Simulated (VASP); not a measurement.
# GaP: single point with PBE

GaP:

```
Ga P
1.0
     0.00000    2.72525    2.72525
     2.72525    0.00000    2.72525
     2.72525    2.72525    0.00000
Ga P
1 1
Cartesian
  0.0000 0.0000 0.0000
  1.3626 1.3626 1.3626
```

```yaml
Program: VASP 6.6.1
Task: single point
Functional: PBE
Potentials_or_basis: VASP PAW PBE potentials, release 64 (Ga_d, P)
Cutoff: 520 eV
k_mesh: 14 × 14 × 14
Occupations: fermi-dirac, width 0.02 eV
Spin: no spin polarisation
```

* Pressure: 2.4 GPa
* Band gap on the k mesh: 1.59 eV, indirect (least direct gap 1.83 eV)

Levels at points of the mesh, in eV from the valence-band top:
| k point | band 6 | band 7 | band 8 | band 9 | band 10 | band 11 | band 12 | band 13 |
| --- | --- | --- | --- | --- | --- | --- | --- | --- |
| (0.00, 0.00, 0.00) | -12.49 | 0.00 | 0.00 | 0.00 | 1.83 | 3.89 | 3.89 | 3.89 |
| (0.50, 0.00, 0.00) | -10.43 | -6.63 | -1.12 | -1.12 | 1.67 | 4.72 | 4.72 | 8.29 |
| (0.50, 0.50, 0.00) | -9.53 | -6.75 | -2.68 | -2.68 | 1.66 | 1.82 | 10.60 | 10.60 |

Wall time 27 s on 1 thread of Intel(R) Xeon(R) 6975P-C (Granite Rapids), on a shared host, peak memory 0.21 GiB.

A k mesh can miss the band edges. A hybrid or GW would open this gap; PBE tends to underestimate it.
